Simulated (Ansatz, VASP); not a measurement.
## One calculation of Mo, two programs

Contents of INCAR:

```
SYSTEM = Mo
PREC = Accurate ; ENCUT = 600
EDIFF = 1E-6 ; ISMEAR = -1
SIGMA = 0.05 ; LREAL = .False.
LASPH = .True. ; NELM = 60
ALGO = Normal ; ISIF = 3
LWAVE = .False. ; LCHARG = .False.
GGA = PE ; IBRION = 2
NSW = 60 ; EDIFFG = -0.005
```

Contents of KPOINTS:

```
Automatic mesh
0
Gamma
  14 14 14
  0 0 0
```

Contents of POSCAR:

```
Mo
1.0
    0.0000000000      2.7041431590      2.7041431590
    2.7041431590      0.0000000000      2.7041431590
    2.7041431590      2.7041431590      0.0000000000
Mo
2
Direct
   -0.1250000000     -0.1250000000     -0.1250000000
    0.1250000000      0.1250000000      0.1250000000
```

Input for Ansatz:

```yaml
crystal:
  lattice:
    - [0.0, 2.704143159, 2.704143159]
    - [2.704143159, 0.0, 2.704143159]
    - [2.704143159, 2.704143159, 0.0]
  atoms:
    - { symbol: Mo, position: [-0.125, -0.125, -0.125] }
    - { symbol: Mo, position: [0.125, 0.125, 0.125] }
kpoints:
  mp_grid: { grid: [14, 14, 14] }
scf:
  occupations: { method: fermi_dirac, width: 0.05 }
hamiltonian:
  xc: pbe
  pseudopotentials: { kind: paw }
output:
  forces: true
  stress: true
relax:
  f_tol: 0.005
  max_steps: 40
  cell: {}
```

Alike in both runs: task relaxation of cell and atoms; functional PBE; k mesh 14 × 14 × 14; occupations fermi-dirac, width 0.05 eV; no spin polarisation.

|  | VASP | Ansatz |
| --- | --- | --- |
| version | VASP 6.6.1 | Ansatz 0.2.0 |
| potentials or method | VASP PAW PBE potentials, release 64 (Mo_sv) | PAW with Ansatz's default frozen-core files, scalar-relativistic |
| plane-wave cutoff (eV) | 600 | 420 |
| valence electrons in the cell | 28 | 28 |

```csv
,VASP,Ansatz,Ansatz less VASP
relaxed volume (Å³/atom),23.08,22.99,-0.083
relaxed length of the cell vector where the two differ most in proportion (Å),4.026,4.021,-0.0048
```

Noted on VASP's run: the volume moved by over 15 % at a fixed basis, so the end points are rough.
